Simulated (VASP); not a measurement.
Set up this calculation in VASP 6.6.1, as the native input.

| Property | Result |
| --- | --- |
| Task | single point |
| Functional | PBEsol |
| Potentials or basis | VASP PAW PBE potentials, release 64 (Pt, Sb) |
| Cutoff | 520 eV |
| k mesh | 8 × 8 × 5 |
| Occupations | fermi-dirac, width 0.05 eV |
| Spin | no spin polarisation |
| Dipole correction | no |
| Further INCAR settings | ALGO = Normal; EDIFF = 1e-06; NBANDS = 23 |

The structure of SbPt lies in POSCAR:

```
SbPt
1.0
    4.0923481601      0.0000000000      0.0000000000
   -2.0461740801      3.5440774678      0.0000000000
    0.0000000000      0.0000000000      5.4332874844
Pt Sb
2 2
Direct
    0.0000000000      0.0000000000      0.5000000000
    0.0000000000      0.0000000000      0.0000000000
    0.6666666667      0.3333333333      0.7500000000
    0.3333333333      0.6666666667      0.2500000000
```

One way to write it, as run:

INCAR

```
SYSTEM = SbPt
  ALGO = Normal
  EDIFF = 1E-6
  ENCUT = 520
  GGA = PS
  ISIF = 2
  ISMEAR = -1
  LASPH = .TRUE.
  LCHARG = .TRUE.
  LELF = .TRUE.
  LREAL = .FALSE.
  LVHAR = .TRUE.
  LWAVE = .FALSE.
  NBANDS = 23
  NELM = 80
  PREC = Accurate
  SIGMA = 0.05
```

KPOINTS

```
k-points
0
G
  8 8 5
  0 0 0
```

Potentials or basis: VASP PAW PBE potentials, release 64 (Pt, Sb).

Launch:

```bash
$ cat potpaw_PBE.64/Pt/POTCAR potpaw_PBE.64/Sb/POTCAR > POTCAR
$ mpirun -np 1 vasp_std > vasp.out
```

Results of the run:

```yaml
Pressure: 6.7 GPa
Band_gap_on_the_k_mesh: zero (band 15 reaches 12.34 eV, above the bottom of band 16 at 9.25 eV)
```

Caveat: the PAW data sets were made with another functional, which shifts forces and pressure a little; spin-orbit coupling is left out, which moves the levels of the heavy elements.

It took 34 s on 1 thread of Intel(R) Xeon(R) Platinum 8375C CPU @ 2.90GHz (Ice Lake), with other jobs on the host, peak memory 0.21 GiB.
